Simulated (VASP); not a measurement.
A run of VASP 6.6.1 is set up as follows.

Contents of INCAR:

```
GGA = RE ; LDIPOL = True
IDIPOL = 3 ; DIPOL = 0.5 0.5 0.500
ISMEAR = 0 ; SIGMA = 0.03
LWAVE = False ; LCHARG = False
ISIF = 0 ; PREC = Accurate
LASPH = True ; LREAL = False
ALGO = Normal ; EDIFF = 1E-6
NELM = 120 ; GGA_COMPAT = False
ENCUT = 340 ; EFERMI = MIDGAP
NELMDL = -8 ; NBANDS = 22
```

KPOINTS

```
Automatic mesh
0
Gamma
  7 7 1
  0 0 0
```

File POSCAR:

```
PtS2
1.0
    3.5432000000      0.0000000000      0.0000000000
    1.7716000000      3.0685012107      0.0000000000
    0.0000000000      0.0000000000     18.2876152000
S Pt
2 1
Direct
    0.0000000000      0.0000000000      0.4374545239
    0.6666666666      0.6666666666      0.5625454761
    0.3333333333      0.3333333333      0.5000000000
```

Potentials or basis: VASP PAW PBE potentials, release 64 (S, Pt).

Launch:

```sh
$ cat potpaw_PBE.64/S/POTCAR potpaw_PBE.64/Pt/POTCAR > POTCAR
$ mpirun -np 1 vasp_std > vasp.out
```

Problem. Predict the band gap on the k mesh.

Solution. 1.94 eV (least direct gap 2.08 eV).

Problem. What does it give for the largest force?

Solution. 1.494 eV/Å.

Forces in eV/Å, atoms in the order of the input:
```
S    0.000  0.000 -1.494
S    0.000  0.000  1.494
Pt   0.000  0.000  0.000
```

Caveat: the PAW data sets were made with another functional, which shifts forces and pressure a little; spin-orbit coupling is left out, which moves the levels of the heavy elements.
